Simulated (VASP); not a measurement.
# Sn (C2/c) in VASP: a series of runs, part 3 of 3

VASP 6.6.1. The steps go on from the part before.

### 4 Single point, r2SCAN

This run uses another cell than the first one, of 27.67 Å³/atom.

The input, POSCAR:

```
Sn
1.0
   -2.9410564198      2.9414642233      1.6051002098
    2.9414642233     -2.9410564198      1.6051002098
    2.9303161960      2.9303161960     -1.6043531643
Sn
2
Direct
   -0.0003034606      0.0003034606      0.0000000000
    0.7503034606      0.2496965394      0.5000000000
```

The input, INCAR.step1:

```
PREC = Accurate
ENCUT = 520
ISMEAR = -1
SIGMA = 0.15
LREAL = False
LASPH = True
NELM = 100
NBANDS = 21
ISYM = 0
GGA = PE
ALGO = Normal
EDIFF = 1E-4
LWAVE = True
LCHARG = False
```

The input, INCAR.step2:

```
PREC = Accurate
ENCUT = 520
EDIFF = 1E-6
ISMEAR = -1
SIGMA = 0.15
LREAL = False
LASPH = True
NELM = 100
ALGO = Normal
ISIF = 2
LWAVE = False
LCHARG = False
METAGGA = R2SCAN
LMIXTAU = True
NBANDS = 21
ISYM = 0
ISTART = 1
```

The input, KPOINTS:

```
Automatic mesh
0
Gamma
  9 9 6
```

Potentials or basis: VASP PAW PBE potentials, release 64 (Sn_d).

Started as:

```sh
cat potpaw_PBE.64/Sn_d/POTCAR > POTCAR
cp INCAR.step1 INCAR
mpirun -np 1 vasp_std > vasp.out
cp INCAR.step2 INCAR
mpirun -np 1 vasp_std > vasp.out
```

OUTCAR:

```text
PREC = Accurate
   ENCUT = 520
   EDIFF = 1E-6
   ISMEAR = -1
   LREAL = False
   LASPH = True
   NELM = 100
   ISIF = 2
   METAGGA = R2SCAN
   ISYM = 0
   ISTART = 1

 ion  position               nearest neighbor table
   1  1.000  0.000  0.000-   2 3.04   2 3.04   2 3.05   2 3.05
   2  0.750  0.250  0.500-   1 3.04   1 3.04   1 3.05   1 3.05

IMPORTANT INFORMATION: All symmetrisations will be switched off!
NOSYMM: (Re-)initialisation of all symmetry stuff for point group C_1.

----------------------------------------------------------------------------------------

                                     Primitive cell

  volume of cell :      55.3401

  direct lattice vectors                    reciprocal lattice vectors
    -2.941056420  2.941464223  1.605100210     0.000271810  0.170266964  0.311485366
     2.941464223 -2.941056420  1.605100210     0.170266964  0.000271810  0.311485366
     2.930316196  2.930316196 -1.604353164     0.170618184  0.170618184 -0.000043349

  length of vectors
     4.458516718  4.458516718  4.443810875     0.354984572  0.354984572  0.241290553

  position of ions in fractional coordinates (direct lattice)
     0.999696539  0.000303461  0.000000000
     0.750303461  0.249696539  0.500000000

  ion indices of the primitive-cell ions
   primitive index   ion index
                 1           1
                 2           2

----------------------------------------------------------------------------------------

 KPOINTS: Automatic mesh

Automatic generation of k-mesh.
 Grid dimensions read from file:
 generate k-points for:    9    9    6

 Generating k-lattice:

  Cartesian coordinates                     Fractional coordinates (reciprocal lattice)
     0.000030201  0.018918552  0.034609485     0.111111111 -0.000000000  0.000000000
     0.018918552  0.000030201  0.034609485    -0.000000000  0.111111111  0.000000000
     0.028436364  0.028436364 -0.000007225    -0.000000000 -0.000000000  0.166666667

  Length of vectors
     0.039442730  0.039442730  0.040215092

  Shift w.r.t. Gamma in fractional coordinates (k-lattice)
     0.000000000  0.000000000  0.000000000

 Subroutine IBZKPT returns following result:
 ===========================================

 Found    244 irreducible k-points:

 Following reciprocal coordinates:
            Coordinates               Weight
  0.000000  0.000000  0.000000      1.000000
  0.111111  0.000000  0.000000      2.000000
 -0.000000 -0.111111 -0.000000      2.000000
  0.222222  0.000000  0.000000      2.000000
 -0.000000 -0.222222 -0.000000      2.000000
  0.333333  0.000000  0.000000      2.000000
[... 16 lines left out ...]
 -0.111111  0.111111  0.000000      2.000000
  0.222222  0.222222  0.000000      2.000000
 [... further k-points ...]
   k-points           NKPTS =    244   k-points in BZ     NKDIM =    244   number of bands    NBANDS=     21
   number of dos      NEDOS =    301   number of ions     NIONS =      2
   total plane-waves  NPLWV =  46656
   dimension x,y,z NGX =    36 NGY =   36 NGZ =   36
   dimension x,y,z NGXF=    72 NGYF=   72 NGZF=   72
   ions per type =               2
   NGX,Y,Z   is equivalent  to a cutoff of  13.42, 13.42, 13.47 a.u.
   NGXF,Y,Z  is equivalent  to a cutoff of  26.85, 26.85, 26.94 a.u.
 SYSTEM =  unknown system
   PREC   = accura    normal or accurate (medium, high low for compatibility)
   ISTART =      1    job   : 0-new  1-cont  2-samecut
   ICHARG =      0    charge: 1-file 2-atom 10-const
   ISPIN  =      1    spin polarized calculation?
   LNONCOLLINEAR =      F non collinear calculations
   LSORBIT =      F    spin-orbit coupling
   LASPH  =      T    aspherical Exc in radial PAW
   ENCUT  =  520.0 eV  38.22 Ry    6.18 a.u.   8.29  8.29  8.26*2*pi/ulx,y,z
   NELM   =    100;   NELMIN=  2; NELMDL=  0     # of ELM steps
   EDIFF  = 0.1E-05   stopping-criterion for ELM
   LREAL  =      F    real-space projection
   EDIFFG = 0.1E-04   stopping-criterion for IOM
   NSW    =      0    number of steps for IOM
   IBRION =     -1    ionic relax: 0-MD 1-quasi-New 2-CG
   NFREE  =      0    steps in history (QN), initial steepest desc. (CG)
   ISIF   =      2    stress and relaxation
   ISYM   =      0    0-nonsym 1-usesym 2-fastsym
   POTIM  = 0.5000    time-step for ionic-motion
   TEBEG  =    0.0;   TEEND  =   0.0 temperature during run
   PSTRESS=    0.0 pullay stress
   NELECT =      28.0000    total number of electrons
   NUPDOWN=      -1.0000    fix difference up-down
   EMIN   =  10.00;   EMAX   =-10.00  energy-range for DOS
   EFERMI =   0.00;   METHOD = LEGACY
   ISMEAR =    -1;   SIGMA  =   0.15  broadening in eV -4-tet -1-fermi 0-gaus
   EFERMI_NEDOS =   21; number of points for ismear=-14 and -15
   IALGO  =     38    algorithm
   IMIX   =      4    mixing-type and parameters
     AMIX     =   0.40;   BMIX     =  1.00
     AMIX_MAG =   1.60;   BMIX_MAG =  1.00
  volume/ion in A,a.u.               =      27.67       186.73
  Fermi-wavevector in a.u.,A,eV,Ry     =   1.304510  2.465166 23.153664  1.701746
  Thomas-Fermi vector in A             =   2.435441
   LORBIT       =      0    0 simple, 1 ext, 2 COOP (PROOUT), +10 PAW based schemes
   METAGGA = R2SCAN    functional components
   LHFCALC =     F    Hartree Fock is set to
   AEXX    =    0.0000 exact exchange contribution
   IVDW    =     0    specifies the selected vdW correction
   LEPSILON=     F    determine dielectric tensor
   LRPA    =     F    only Hartree local field effects (RPA)
 non-spin polarized calculation
  energy-cutoff  :      520.00
  volume of cell :       55.34
 maximum number of plane-waves:      1506
 NGX is ok and might be reduce to    36
   NGX = 17   NGY = 17   NGZ = 17

 number of electron      27.9999990 magnetization

 Free energy of the ion-electron system (eV)
  ---------------------------------------------------
  ext. energy  EPLUGINS =         0.00000000
  ---------------------------------------------------
  free energy    TOTEN  =       -49.26866987 eV

  energy without entropy =      -49.20021186  energy(sigma->0) =      -49.23444087

 E-fermi :   7.7072     XC(G=0): -11.0258

 val. band max:        7.7015362504   @ k =   0.1111   0.1111   0.3333
 cond. band min:       7.7104738755   @ k =   0.2222   0.1111  -0.1667
 fundamental gap:      0.0089376251
 Fermi energy:         7.7071554491

 k-point     1 :       0.0000    0.0000    0.0000
  band No.  band energies     occupation
      1     -14.6550      2.00000
      2     -14.5655      2.00000
      3     -14.5199      2.00000
      4     -14.5108      2.00000
      5     -14.3587      2.00000
      6     -14.3573      2.00000
[... 13 lines left out ...]
     20      17.9385      0.00000
     21      18.5712      0.00000

 k-point     2 :       0.1111    0.0000    0.0000
  band No.  band energies     occupation
      1     -14.6472      2.00000
      2     -14.5417      2.00000
      3     -14.5109      2.00000
      4     -14.4831      2.00000
      5     -14.3746      2.00000
      6     -14.3702      2.00000
[... 13 lines left out ...]
     20      17.0705      0.00000
     21      17.2223      0.00000

 k-point     3 :      -0.0000   -0.1111   -0.0000
  band No.  band energies     occupation
      1     -14.6472      2.00000
      2     -14.5417      2.00000
      3     -14.5109      2.00000
      4     -14.4831      2.00000
      5     -14.3746      2.00000
      6     -14.3702      2.00000
[... 13 lines left out ...]
     20      17.0705      0.00000
     21      17.2223      0.00000
[... 457 lines left out ...]
 k-point    23 :      -0.1111    0.1111    0.0000
  band No.  band energies     occupation
      1     -14.6446      2.00000
      2     -14.5675      2.00000
      3     -14.5175      2.00000
      4     -14.5110      2.00000
      5     -14.3626      2.00000
      6     -14.3529      2.00000
[... 13 lines left out ...]
     20      18.3559      0.00000
     21      18.5694      0.00000

 k-point    24 :       0.2222    0.2222    0.0000
  band No.  band energies     occupation
      1     -14.5979      2.00000
      2     -14.4917      2.00000
      3     -14.4500      2.00000
      4     -14.4447      2.00000
      5     -14.4286      2.00000
      6     -14.4018      2.00000
[... 13 lines left out ...]
     20      16.2552      0.00000
     21      16.3733      0.00000

 [... further k-points ...]
[... 5 lines left out ...]
  --------------------------------------------------------------------------------------
  -------------------------------------------------------------------------------------
  Total       -0.0180576     -0.0180553      0.0079651      0.0011809      0.0005756      0.0005770
  in kB       -0.5227942     -0.5227260      0.2306005      0.0341876      0.0166656      0.0167058
  external PRESSURE =      -0.2716399 kB  Pullay stress =       0.0000000 kB

 VOLUME and BASIS-vectors are now :
 -----------------------------------------------------------------------------
  energy-cutoff  :      520.00
  volume of cell :       55.34
      direct lattice vectors                 reciprocal lattice vectors
    -2.941056420  2.941464223  1.605100210     0.000271810  0.170266964  0.311485366
     2.941464223 -2.941056420  1.605100210     0.170266964  0.000271810  0.311485366
     2.930316196  2.930316196 -1.604353164     0.170618184  0.170618184 -0.000043349

 POSITION                                       TOTAL-FORCE (eV/Angst)
 -----------------------------------------------------------------------------------
     -2.93927      2.93968      1.60510         0.000289     -0.000290     -0.000000
     -0.00705      2.93778      0.80292        -0.000289      0.000290      0.000000
 -----------------------------------------------------------------------------------
    total drift:                                0.000001     -0.000000      0.000001

  FREE ENERGIE OF THE ION-ELECTRON SYSTEM (eV)
  ---------------------------------------------------
  free  energy   TOTEN  =       -49.2686698694 eV

  energy  without entropy=      -49.2002118613  energy(sigma->0) =      -49.23444087
```

OUTCAR.step1:

```text
PREC = Accurate
   ENCUT = 520
   ISMEAR = -1
   LREAL = False
   LASPH = True
[... 760 lines left out ...]
     -2.93927      2.93968      1.60510        -0.002654      0.002580     -0.000034
     -0.00705      2.93778      0.80292         0.002654     -0.002580      0.000034
 -----------------------------------------------------------------------------------
    total drift:                                0.000063     -0.000046     -0.000003

  FREE ENERGIE OF THE ION-ELECTRON SYSTEM (eV)
  ---------------------------------------------------
  free  energy   TOTEN  =        -7.6330423704 eV

  energy  without entropy=       -7.5585611187  energy(sigma->0) =       -7.59580174
```

Wall time 5.8 min (1 thread of Intel Xeon 6975P-C (Granite Rapids), shared host); peak memory 0.37 GiB.

Results:

```
Free energy            : -49.2687 eV
Pressure               : 0.0 GPa
Band gap on the k mesh : zero (bands 14 and 15 overlap by 4.54 eV)
```

Stress tensor (GPa, compression positive):
```
-0.05  0.00  0.00
 0.00 -0.05  0.00
 0.00  0.00  0.02
```

Caveat: the PAW data sets were made with another functional, which shifts forces and pressure a little; spin-orbit coupling is left out, which moves the levels of the heavy elements.

### 5 Overview

| level | cell | gap on the mesh (eV) | pressure (GPa) |
| --- | --- | --- | --- |
| PBEsol | a = 4.424, b = 4.424, c = 4.405 Å, angles 97.4, 97.4, 137.9°, 2 atoms, atomic positions A | none | -0.1 |
| PBE+D3(BJ) | a = 4.443, b = 4.443, c = 4.423 Å, angles 97.4, 97.4, 137.9°, 2 atoms, atomic positions A | none | -0.1 |
| r2SCAN | a = 4.459, b = 4.459, c = 4.444 Å, angles 97.5, 97.5, 137.8°, 2 atoms, atomic positions B | none | 0.0 |

Alike in all rows: task single point; potentials or basis VASP PAW PBE potentials, release 64 (Sn_d); no spin polarisation; k mesh 9 × 9 × 6; cutoff (eV) 520; smearing fermi-dirac 0.15 eV.

Caveats: spin-orbit coupling is left out, which moves the levels of the heavy elements; the PAW data sets were made with another functional, which shifts forces and pressure a little (at least some runs).

Absolute energies hang on the potentials; compare differences alone.

The gap in the log of VASP goes by the Fermi energy; the results here count the filled bands.